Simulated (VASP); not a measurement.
A run of VASP 6.6.1 is set up as follows.

INCAR

```
PREC     = Accurate       # precision mode
ENCUT    = 520            # plane-wave cutoff, eV
EDIFF    = 1E-7           # SCF threshold, eV
ISMEAR   = 0              # smearing method
SIGMA    = 0.05           # smearing width, eV
LREAL    = False          # projectors in reciprocal space
LASPH    = True           # aspherical terms in the spheres
NELM     = 150            # most SCF steps
ALGO     = Normal         # electronic algorithm
ISIF     = 2              # what is computed and relaxed
LWAVE    = False          # write WAVECAR
LCHARG   = False          # write CHGCAR
ISPIN    = 2              # spin polarisation
MAGMOM   = -0.22 2.44 0 0 # initial moments
LORBIT   = 11             # projections on sites
LMAXMIX  = 4              # l up to which the mixer works
LDAU     = True           # DFT+U
LDAUTYPE = 2            
LDAUL    = -1 2 -1        # shell
LDAUU    = 0 3.3 0        # U, eV
LDAUJ    = 0 0 0        
LDAUPRINT= 1            
GGA      = PE             # functional
NBANDS   = 28             # bands
```

File KPOINTS:

```
regular mesh
0
Gamma
  6 6 6
```

File POSCAR:

```
CoPtO2
1.0
    1.4828611286      0.8561302717      6.0505076365
   -1.4828611286      0.8561302717      6.0505076365
    0.0000000000     -1.7122605435      6.0505076365
Pt Co O
1 1 2
Direct
    0.0000000000      0.0000000000      0.0000000000
    0.5000000000      0.5000000000      0.5000000000
    0.1085295969      0.1085295969      0.1085295969
    0.8914704031      0.8914704031      0.8914704031
```

Potentials or basis: VASP PAW PBE potentials, release 64 (Pt, Co, O).

Command:

```bash
$ cat potpaw_PBE.64/Pt/POTCAR potpaw_PBE.64/Co/POTCAR potpaw_PBE.64/O/POTCAR > POTCAR
$ mpirun -np 1 vasp_std > vasp.out
```

**Question.** Estimate the largest force.

**Answer.** 0.134 eV/Å.

**Question.** Predict the pressure.

**Answer.** -2.3 GPa.

**Question.** What does it give for the site moments?

**Answer.** Pt -0.27; Co +2.37; O -0.08 μB.

**Question.** Predict the net moment.

**Answer.** 1.94 μB per cell.

Eigenvalues of the final occupation matrices:
```csv
site,spin,trace,eigenvalues
site 2 d,1,4.75,0.93 0.93 0.96 0.96 0.97
site 2 d,2,2.41,0.04 0.23 0.23 0.96 0.96
```

Caveat: the k points lie up to 0.41 Å⁻¹ apart; spin-orbit coupling is left out, which moves the levels of the heavy elements; a cell with one magnetic atom can't hold antiferromagnetic order, which such compounds often take. The state reached can hang on the start; a lower one may exist.
